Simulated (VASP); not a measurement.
# Au (Pm-3m) in VASP: a series of runs

Au is run at these levels: PBE; tasks: single point, relaxation of cell and atoms.

Program: VASP 6.6.1. These are calculated values, not measurements. Logs are shortened: lines on timing, memory, paths and dates and some standing lists are left out, and cuts for length are marked.

### 1 The cell of the first run

Symmetry: Pm-3m, No. 221, cubic system. The conventional cell has a = 2.749 Å, b = 2.749 Å, c = 2.749 Å, α = 90.00°, β = 90.00°, γ = 90.00°. Within 3.6 Å of Au (site symmetry m-3m) lie 6 Au at 2.75 Å.

This isn't the form of Au at room conditions, which is fcc.

### 2 Single point, PBE

The input, INCAR:

```
SYSTEM = Au
ALGO = Normal ; EDIFF = 1E-6
ENCUT = 520 ; GGA = PE
ISIF = 2 ; ISMEAR = -1
LASPH = .TRUE. ; LCHARG = .FALSE.
LREAL = .FALSE. ; LWAVE = .FALSE.
NBANDS = 12 ; NELM = 60
PREC = Accurate ; SIGMA = 0.05
```

The input, KPOINTS:

```
k-points
0
G
  15 15 15
  0 0 0
```

The input, POSCAR:

```
Au
1.0
    2.7485729943      0.0000000000      0.0000000000
    0.0000000000      2.7485729943      0.0000000000
    0.0000000000      0.0000000000      2.7485729943
Au
1
Direct
    0.0000000000      0.0000000000      0.0000000000
```

Potentials or basis: VASP PAW PBE potentials, release 64 (Au).

Command:

```sh
cat potpaw_PBE.64/Au/POTCAR > POTCAR
mpirun -np 1 vasp_std > vasp.out
```

OUTCAR:

```text
SYSTEM = Au
   EDIFF = 1E-6
   ENCUT = 520
   GGA = PE
   ISIF = 2
   ISMEAR = -1
   LASPH = .TRUE.
   LREAL = .FALSE.
   NELM = 60
   PREC = Accurate

 ion  position               nearest neighbor table
   1  0.000  0.000  0.000-

  LATTYP: Found a simple cubic cell.
 ALAT       =     2.7485729943

  Lattice vectors:

 A1 = (   2.7485729943,   0.0000000000,   0.0000000000)
 A2 = (   0.0000000000,   2.7485729943,   0.0000000000)
 A3 = (   0.0000000000,   0.0000000000,   2.7485729943)

Analysis of symmetry for initial positions (statically):
=====================================================================
 Subroutine PRICEL returns:
 Original cell was already a primitive cell.

 Routine SETGRP: Setting up the symmetry group for a
 simple cubic supercell.

 Subroutine GETGRP returns: Found 48 space group operations
 (whereof 48 operations were pure point group operations)
 out of a pool of 48 trial point group operations.

The static configuration has the point symmetry O_h .

Analysis of symmetry for dynamics (positions and initial velocities):
=====================================================================
 Subroutine PRICEL returns:
 Original cell was already a primitive cell.

 Routine SETGRP: Setting up the symmetry group for a
 simple cubic supercell.

 Subroutine GETGRP returns: Found 48 space group operations
 (whereof 48 operations were pure point group operations)
 out of a pool of 48 trial point group operations.

The dynamic configuration has the point symmetry O_h .

 Subroutine INISYM returns: Found 48 space group operations
 (whereof 48 operations are pure point group operations),
 and found     1 'primitive' translations

----------------------------------------------------------------------------------------

                                     Primitive cell

  volume of cell :      20.7645

  direct lattice vectors                    reciprocal lattice vectors
     2.748572994  0.000000000  0.000000000     0.363825157  0.000000000  0.000000000
     0.000000000  2.748572994  0.000000000     0.000000000  0.363825157  0.000000000
     0.000000000  0.000000000  2.748572994     0.000000000  0.000000000  0.363825157

  length of vectors
     2.748572994  2.748572994  2.748572994     0.363825157  0.363825157  0.363825157

  position of ions in fractional coordinates (direct lattice)
     0.000000000  0.000000000  0.000000000

  ion indices of the primitive-cell ions
   primitive index   ion index
                 1           1

----------------------------------------------------------------------------------------

 KPOINTS: k-points

Automatic generation of k-mesh.
 Grid dimensions read from file:
 generate k-points for:   15   15   15

 Generating k-lattice:

  Cartesian coordinates                     Fractional coordinates (reciprocal lattice)
     0.024255010  0.000000000  0.000000000     0.066666667  0.000000000  0.000000000
     0.000000000  0.024255010  0.000000000     0.000000000  0.066666667  0.000000000
     0.000000000  0.000000000  0.024255010     0.000000000  0.000000000  0.066666667

  Length of vectors
     0.024255010  0.024255010  0.024255010

  Shift w.r.t. Gamma in fractional coordinates (k-lattice)
     0.000000000  0.000000000  0.000000000

 Subroutine IBZKPT returns following result:
 ===========================================

 Found    120 irreducible k-points:

 Following reciprocal coordinates:
            Coordinates               Weight
  0.000000  0.000000  0.000000      1.000000
  0.066667  0.000000  0.000000      6.000000
  0.133333  0.000000  0.000000      6.000000
  0.200000  0.000000  0.000000      6.000000
  0.266667  0.000000  0.000000      6.000000
  0.333333  0.000000  0.000000      6.000000
[... 16 lines left out ...]
  0.266667  0.200000  0.000000     24.000000
  0.333333  0.200000  0.000000     24.000000
 [... further k-points ...]
   k-points           NKPTS =    120   k-points in BZ     NKDIM =    120   number of bands    NBANDS=     12
   number of dos      NEDOS =    301   number of ions     NIONS =      1
   total plane-waves  NPLWV =   8000
   dimension x,y,z NGX =    20 NGY =   20 NGZ =   20
   dimension x,y,z NGXF=    40 NGYF=   40 NGZF=   40
   ions per type =               1
   NGX,Y,Z   is equivalent  to a cutoff of  12.10, 12.10, 12.10 a.u.
   NGXF,Y,Z  is equivalent  to a cutoff of  24.19, 24.19, 24.19 a.u.
 SYSTEM =  Au
   PREC   = accura    normal or accurate (medium, high low for compatibility)
   ISTART =      0    job   : 0-new  1-cont  2-samecut
   ICHARG =      2    charge: 1-file 2-atom 10-const
   ISPIN  =      1    spin polarized calculation?
   LNONCOLLINEAR =      F non collinear calculations
   LSORBIT =      F    spin-orbit coupling
   LASPH  =      T    aspherical Exc in radial PAW
   ENCUT  =  520.0 eV  38.22 Ry    6.18 a.u.   5.11  5.11  5.11*2*pi/ulx,y,z
   NELM   =     60;   NELMIN=  2; NELMDL= -5     # of ELM steps
   EDIFF  = 0.1E-05   stopping-criterion for ELM
   LREAL  =      F    real-space projection
   EDIFFG = 0.1E-04   stopping-criterion for IOM
   NSW    =      0    number of steps for IOM
   IBRION =     -1    ionic relax: 0-MD 1-quasi-New 2-CG
   NFREE  =      0    steps in history (QN), initial steepest desc. (CG)
   ISIF   =      2    stress and relaxation
   ISYM   =      2    0-nonsym 1-usesym 2-fastsym
   POTIM  = 0.5000    time-step for ionic-motion
   TEBEG  =    0.0;   TEEND  =   0.0 temperature during run
   PSTRESS=    0.0 pullay stress
   NELECT =      11.0000    total number of electrons
   NUPDOWN=      -1.0000    fix difference up-down
   EMIN   =  10.00;   EMAX   =-10.00  energy-range for DOS
   EFERMI =   0.00;   METHOD = LEGACY
   ISMEAR =    -1;   SIGMA  =   0.05  broadening in eV -4-tet -1-fermi 0-gaus
   EFERMI_NEDOS =   21; number of points for ismear=-14 and -15
   IALGO  =     38    algorithm
   IMIX   =      4    mixing-type and parameters
     AMIX     =   0.40;   BMIX     =  1.00
     AMIX_MAG =   1.60;   BMIX_MAG =  1.00
  volume/ion in A,a.u.               =      20.76       140.13
  Fermi-wavevector in a.u.,A,eV,Ry     =   1.324642  2.503210 23.873814  1.754676
  Thomas-Fermi vector in A             =   2.454161
   LORBIT       =      0    0 simple, 1 ext, 2 COOP (PROOUT), +10 PAW based schemes
   GGA     = PE    functional components
   LHFCALC =     F    Hartree Fock is set to
   AEXX    =    0.0000 exact exchange contribution
   IVDW    =     0    specifies the selected vdW correction
   LEPSILON=     F    determine dielectric tensor
   LRPA    =     F    only Hartree local field effects (RPA)
 non-spin polarized calculation
  energy-cutoff  :      520.00
  volume of cell :       20.76
 maximum number of plane-waves:       587
   NGX = 11   NGY = 11   NGZ = 11

 number of electron      10.9999996 magnetization

 Free energy of the ion-electron system (eV)
  ---------------------------------------------------
  ext. energy  EPLUGINS =         0.00000000
  ---------------------------------------------------
  free energy    TOTEN  =        -3.02367984 eV

  energy without entropy =       -3.02208327  energy(sigma->0) =       -3.02288156

 E-fermi :   6.2056     XC(G=0): -11.4233

 val. band max:        6.1329744784   @ k =   0.3333   0.3333   0.2000
 cond. band min:       6.3315003994   @ k =   0.4000   0.2000   0.2000
 fundamental gap:      0.1985259210
 Fermi energy:         6.2056125066

 k-point     1 :       0.0000    0.0000    0.0000
  band No.  band energies     occupation
      1      -1.4755      2.00000
      2       0.6704      2.00000
      3       0.6704      2.00000
      4       4.8282      2.00000
      5       4.8282      2.00000
      6       4.8282      2.00000
      7      20.1070      0.00000
      8      20.1070      0.00000
      9      20.1070      0.00000
     10      24.9125      0.00000
     11      27.3467      0.00000
     12      27.3467      0.00000

 k-point     2 :       0.0667    0.0000    0.0000
  band No.  band energies     occupation
      1      -1.3676      2.00000
      2       0.6867      2.00000
      3       0.7541      2.00000
      4       4.7572      2.00000
      5       4.7572      2.00000
      6       4.8340      2.00000
      7      19.2017      0.00000
      8      20.2835      0.00000
      9      20.2835      0.00000
     10      25.4197      0.00000
     11      26.9874      0.00000
     12      27.8843      0.00000

 k-point     3 :       0.1333    0.0000    0.0000
  band No.  band energies     occupation
      1      -1.0675      2.00000
      2       0.7329      2.00000
      3       1.0180      2.00000
      4       4.5622      2.00000
      5       4.5622      2.00000
      6       4.8501      2.00000
      7      17.4000      0.00000
      8      20.7892      0.00000
      9      20.7892      0.00000
     10      25.8639      0.00000
     11      26.1419      0.00000
     12      29.6348      0.00000

 k-point     4 :       0.2000    0.0000    0.0000
  band No.  band energies     occupation
      1      -0.6472      2.00000
      2       0.8020      2.00000
      3       1.5020      2.00000
      4       4.2892      2.00000
      5       4.2892      2.00000
      6       4.8740      2.00000
      7      15.4353      0.00000
      8      21.5608      0.00000
      9      21.5608      0.00000
     10      25.1528      0.00000
     11      25.9476      0.00000
     12      32.0696      0.00000

 k-point     5 :       0.2667    0.0000    0.0000
  band No.  band energies     occupation
      1      -0.2093      2.00000
      2       0.8829      2.00000
      3       2.2536      2.00000
      4       3.9940      2.00000
      5       3.9940      2.00000
      6       4.9017      2.00000
      7      13.4995      0.00000
      8      22.5116      0.00000
      9      22.5116      0.00000
     10      24.2213      0.00000
     11      25.8096      0.00000
     12      32.9674      0.00000

 k-point     6 :       0.3333    0.0000    0.0000
  band No.  band energies     occupation
      1       0.1639      2.00000
      2       0.9618      2.00000
      3       3.2741      2.00000
      4       3.7276      2.00000
      5       3.7276      2.00000
      6       4.9282      2.00000
      7      11.6516      0.00000
      8      23.4543      0.00000
      9      23.5360      0.00000
     10      23.5360      0.00000
     11      25.4714      0.00000
     12      32.3937      0.00000

 k-point     7 :       0.4000    0.0000    0.0000
  band No.  band energies     occupation
      1       0.4321      2.00000
      2       1.0247      2.00000
      3       3.5288      2.00000
      4       3.5288      2.00000
      5       4.4830      2.00000
      6       4.9491      2.00000
      7       9.9406      0.00000
      8      22.9133      0.00000
      9      24.4869      0.00000
     10      24.4869      0.00000
     11      25.0390      0.00000
     12      31.5655      0.00000

 k-point     8 :       0.4667    0.0000    0.0000
  band No.  band energies     occupation
      1       0.5730      2.00000
      2       1.0595      2.00000
      3       3.4232      2.00000
      4       3.4232      2.00000
      5       4.9606      2.00000
      6       5.6203      1.99998
      7       8.5704      0.00000
      8      22.6341      0.00000
      9      24.7351      0.00000
     10      25.1167      0.00000
     11      25.1167      0.00000
     12      30.9630      0.00000
[... 166 lines left out ...]
 k-point    20 :       0.4000    0.1333    0.0000
  band No.  band energies     occupation
      1       0.7479      2.00000
      2       1.4033      2.00000
      3       2.7701      2.00000
      4       3.5677      2.00000
      5       4.7078      2.00000
      6       5.1268      2.00000
      7      10.3204      0.00000
      8      21.0938      0.00000
      9      23.3338      0.00000
     10      25.2487      0.00000
     11      25.3228      0.00000
     12      31.3679      0.00000

 k-point    21 :       0.4667    0.1333    0.0000
  band No.  band energies     occupation
      1       0.8670      2.00000
      2       1.4750      2.00000
      3       2.6713      2.00000
      4       3.4634      2.00000
      5       4.7210      2.00000
      6       6.4302      0.02216
      7       8.7430      0.00000
      8      21.9710      0.00000
      9      22.8056      0.00000
     10      24.3229      0.00000
     11      26.0411      0.00000
     12      30.5849      0.00000

 k-point    22 :       0.2000    0.2000    0.0000
  band No.  band energies     occupation
      1       0.1439      2.00000
      2       1.4009      2.00000
      3       1.8358      2.00000
      4       3.7516      2.00000
      5       4.3025      2.00000
      6       4.4033      2.00000
      7      16.5711      0.00000
      8      16.6182      0.00000
      9      23.0700      0.00000
     10      25.0048      0.00000
     11      28.8616      0.00000
     12      30.5787      0.00000

 k-point    23 :       0.2667    0.2000    0.0000
  band No.  band energies     occupation
      1       0.4830      2.00000
      2       1.6208      2.00000
      3       2.3425      2.00000
      4       3.6491      2.00000
      5       4.0580      2.00000
      6       4.3989      2.00000
      7      14.5843      0.00000
      8      17.3676      0.00000
      9      24.0674      0.00000
     10      24.4753      0.00000
     11      27.6329      0.00000
     12      30.8861      0.00000

 k-point    24 :       0.3333    0.2000    0.0000
  band No.  band energies     occupation
      1       0.7424      2.00000
      2       1.7687      2.00000
      3       2.5605      2.00000
      4       3.8028      2.00000
      5       4.2570      2.00000
      6       4.4308      2.00000
      7      12.6320      0.00000
      8      18.2510      0.00000
      9      23.7240      0.00000
     10      25.1676      0.00000
     11      26.1772      0.00000
     12      30.9621      0.00000

 [... further k-points ...]
[... 5 lines left out ...]
  --------------------------------------------------------------------------------------
  -------------------------------------------------------------------------------------
  Total       -0.0275423     -0.0275423     -0.0275423      0.0000000      0.0000000     -0.0000000
  in kB       -2.1251469     -2.1251469     -2.1251469      0.0000000      0.0000000     -0.0000000
  external PRESSURE =      -2.1251469 kB  Pullay stress =       0.0000000 kB

 VOLUME and BASIS-vectors are now :
 -----------------------------------------------------------------------------
  energy-cutoff  :      520.00
  volume of cell :       20.76
      direct lattice vectors                 reciprocal lattice vectors
     2.748572994  0.000000000  0.000000000     0.363825157  0.000000000  0.000000000
     0.000000000  2.748572994  0.000000000     0.000000000  0.363825157  0.000000000
     0.000000000  0.000000000  2.748572994     0.000000000  0.000000000  0.363825157

 POSITION                                       TOTAL-FORCE (eV/Angst)
 -----------------------------------------------------------------------------------
      0.00000      0.00000      0.00000         0.000000      0.000000      0.000000
 -----------------------------------------------------------------------------------
    total drift:                               -0.000000      0.000000     -0.000000

  FREE ENERGIE OF THE ION-ELECTRON SYSTEM (eV)
  ---------------------------------------------------
  free  energy   TOTEN  =        -3.0236798447 eV

  energy  without entropy=       -3.0220832657  energy(sigma->0) =       -3.02288156
```

Wall time 7.4 s (1 thread of AMD EPYC 9R45 (Zen 5), shared host); peak memory 0.11 GiB.

What came out:

```yaml
Free_energy: -3.0237 eV
Pressure: -0.2 GPa
Band_gap_on_the_k_mesh: zero (an odd number of electrons rules out a gap without spin polarisation)
```

Levels at points of the mesh, in eV from the Fermi level:
```tsv
k point	band 2	band 3	band 4	band 5	band 6	band 7	band 8	band 9	band 10	band 11
(0.00, 0.00, 0.00)	-5.54	-5.54	-1.38	-1.38	-1.38	13.90	13.90	13.90	18.71	21.14
```

Caveat: spin-orbit coupling is left out, which moves the levels of the heavy elements.

### 3 Single point, PBE

The input, INCAR:

```
  ALGO = Normal
  EDIFF = 1E-7
  ENCUT = 520
  GGA = PE
  ISIF = 2
  ISMEAR = -1
  LASPH = True
  LCHARG = False
  LREAL = False
  LWAVE = False
  NBANDS = 12
  NELM = 80
  PREC = Accurate
  SIGMA = 0.05
```

The input, KPOINTS:

```
k-points
0
Gamma
  15 15 15
```

POSCAR is that of step 2.

Potentials or basis: VASP PAW PBE potentials, release 64 (Au).

Command:

```sh
cat potpaw_PBE.64/Au/POTCAR > POTCAR
mpirun -np 1 vasp_std > vasp.out
```

Wall time 7.6 s (1 thread of AMD EPYC 9R45 (Zen 5), shared host); peak memory 0.11 GiB.

The run converged. Its results:

* Free energy: -3.0237 eV
* Pressure: -0.2 GPa
* Band gap on the k mesh: zero (an odd number of electrons rules out a gap without spin polarisation)

Levels at points of the mesh, in eV from the Fermi level:
```csv
k point,band 2,band 3,band 4,band 5,band 6,band 7,band 8,band 9,band 10,band 11
"(0.00, 0.00, 0.00)",-5.54,-5.54,-1.38,-1.38,-1.38,13.90,13.90,13.90,18.71,21.14
```

Caveat: spin-orbit coupling is left out, which moves the levels of the heavy elements.

### 4 Relaxation of cell and atoms, PBE

This run uses another cell than the first one, of 19.39 Å³/atom.

The input, INCAR:

```
ALGO = Normal
EDIFF = 1E-7
EDIFFG = -0.005
ENCUT = 600
GGA = PE
IBRION = 2
ISIF = 3
ISMEAR = -1
LASPH = True
LCHARG = False
LREAL = False
LWAVE = False
NELM = 100
NSW = 60
PREC = Accurate
SIGMA = 0.05
```

KPOINTS is that of step 3.

The input, POSCAR:

```
Au
1.0
    2.6865005189      0.0000000000      0.0000000000
    0.0000000000      2.6865005189      0.0000000000
    0.0000000000      0.0000000000      2.6865005189
Au
1
Direct
    0.0000000000      0.0000000000      0.0000000000
```

Command:

```sh
cat potpaw_PBE.64/Au/POTCAR > POTCAR
mpirun -np 1 vasp_std > vasp.out
```

It took 24 s on 1 thread of AMD EPYC 9R45 (Zen 5), shared host; peak memory 0.14 GiB.

It converged, with:

- Free energy: -3.0234 eV
- Relaxed volume: 20.73 Å³/atom
- Relaxed cell: a = 2.747 Å, b = 2.747 Å, c = 2.747 Å, α = 90.00°, β = 90.00°, γ = 90.00°
- Space group after relaxing (to 0.1 Å): Pm-3m (No. 221)
- Energy gained by relaxing: 34.0 meV/atom
- Ionic steps: 4
- Pressure after relaxing: 0.0 GPa
- Band gap on the k mesh: zero (an odd number of electrons rules out a gap without spin polarisation)

Step by step:
| step | energy change (eV) | largest force (eV/Å) | pressure (GPa) | volume (Å³) |
| --- | --- | --- | --- | --- |
| 1 | 0.0000 | 0.0000 | 8.73 | 19.39 |
| 2 | 0.0082 | 0.0000 | -6.90 | 22.51 |
| 3 | -0.0340 | 0.0000 | -0.11 | 20.76 |
| 4 | -0.0340 | 0.0000 | 0.02 | 20.73 |

Final structure:
```yaml
crystal:
  lattice:
    - [2.74694, 0.00000, 0.00000]
    - [0.00000, 2.74694, 0.00000]
    - [0.00000, 0.00000, 2.74694]
  atoms:
    - { symbol: Au, position: [0.00000, 0.00000, 0.00000] }
```

Levels at points of the mesh, in eV from the Fermi level:
| k point | band 4 | band 5 | band 6 | band 7 | band 8 | band 9 |
| --- | --- | --- | --- | --- | --- | --- |
| (0.00, 0.00, 0.00) | -1.38 | -1.38 | -1.38 | 13.91 | 13.91 | 13.91 |

Caveat: spin-orbit coupling is left out, which moves the levels of the heavy elements.
